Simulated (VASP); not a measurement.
A run of VASP 6.6.1 is set up as follows.

The input INCAR:

```
PREC     = Accurate       # precision mode
ENCUT    = 520            # plane-wave cutoff, eV
EDIFF    = 1E-7           # SCF threshold, eV
ISMEAR   = 0              # smearing method
SIGMA    = 0.1            # smearing width, eV
LREAL    = False          # projectors in reciprocal space
LASPH    = True           # aspherical terms in the spheres
NELM     = 150            # most SCF steps
ALGO     = Normal         # electronic algorithm
ISIF     = 2              # what is computed and relaxed
LWAVE    = False          # write WAVECAR
LCHARG   = False          # write CHGCAR
LMAXMIX  = 4              # l up to which the mixer works
LDAU     = True           # DFT+U
LDAUTYPE = 2            
LDAUL    = -1 2 -1        # shell
LDAUU    = 0 0.76 0       # U, eV
LDAUJ    = 0 0 0        
LDAUPRINT= 1            
GGA      = PE             # functional
NBANDS   = 28             # bands
```

KPOINTS

```
regular mesh
0
Gamma
  4 4 4
```

Contents of POSCAR:

```
Mg6ZrNb
1.0
    4.9831430000      0.0000000000      0.0000000000
    0.0000000000      3.0872980000      5.6443160000
    0.0000000000     -3.0872980000      5.6443160000
Mg Zr Nb
6 1 1
Direct
    0.2590000000      0.4683170000      1.3607870000
    0.2590000000      0.9547870000      0.8743170000
    0.2590000000      0.4668270000      0.8728270000
    0.7590000000      0.3117760000      1.2268280000
    0.7590000000      0.8208280000      0.7177760000
    0.7590000000      0.3122160000      0.7182160000
    0.2590000000      0.9406010000      1.3466010000
    0.7590000000      0.8366490000      1.2426490000
```

Potentials or basis: VASP PAW PBE potentials, release 64 (Mg, Zr_sv, Nb_sv).

Launch:

```console
$ cat potpaw_PBE.64/Mg/POTCAR potpaw_PBE.64/Zr_sv/POTCAR potpaw_PBE.64/Nb_sv/POTCAR > POTCAR
$ mpirun -np 1 vasp_std > vasp.out
```

(1) Predict the band gap on the k mesh.

(2) Predict the largest force.

(3) Estimate the pressure.

Answers

(1) zero (an odd number of electrons rules out a gap without spin polarisation).

(2) 0.101 eV/Å.

(3) -0.1 GPa.

Caveat: U without spin polarisation on a metal has little footing; the U is typed as a test and isn't derived for this compound.
